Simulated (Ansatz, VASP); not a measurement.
# TaTc: VASP beside Ansatz

File INCAR:

```
ALGO = Normal
EDIFF = 1E-6
ENCUT = 500
GGA = CA
GGA_COMPAT = False
ISIF = 2
ISMEAR = 1
LASPH = True
LCHARG = False
LREAL = False
LWAVE = False
NBANDS = 19
NELM = 120
PREC = Accurate
SIGMA = 0.1
```

File KPOINTS:

```
k-points
0
Gamma
  7 7 7
```

POSCAR

```
TaTc
1.0
    3.2544262217      0.0000000000      0.0000000000
    0.0000000000      3.2544262217      0.0000000000
    0.0000000000      0.0000000000      3.2544262217
Ta Tc
1 1
Direct
    0.0000000000      0.0000000000      0.0000000000
    0.5000000000      0.5000000000      0.5000000000
```

Input for Ansatz:

```yaml
crystal:
  lattice:
    - [3.25442622171509, 0.0, 0.0]
    - [0.0, 3.25442622171509, 0.0]
    - [0.0, 0.0, 3.25442622171509]
  atoms:
    - { symbol: Ta, position: [0.0, 0.0, 0.0] }
    - { symbol: Tc, position: [0.5, 0.5, 0.5] }
basis:
  ecutwfc: 550.0
kpoints:
  mp_grid:
    grid: [7, 7, 7]
hamiltonian:
  xc: lda
scf:
  occupations:
    method: cold
    width: 0.1
output:
  stress: true
```

Alike in both runs: task single point; functional LDA; k mesh 7 × 7 × 7; no spin polarisation.

|  | VASP | Ansatz |
| --- | --- | --- |
| version | VASP 6.6.1 | Ansatz 0.2.0 |
| potentials or method | VASP PAW LDA potentials, release 64 (Ta_pv, Tc_pv), cutoff 500 eV | plane waves, PAW |
| occupations | methfessel-paxton of order 1, width 0.1 eV | cold, width 0.1 eV |
| valence electrons in the cell | 24 | 28 |

```csv
,VASP,Ansatz,Ansatz less VASP
pressure (GPa),-25.3,-25.7,-0.43
```

LDA's correlation is that of Perdew and Zunger in VASP and of Perdew and Wang (1992) in Ansatz. VASP's potentials hold 24 valence electrons a cell and Ansatz's 28, so a difference there can come from the potentials and not from the codes.

Neither program's run includes spin-orbit coupling.
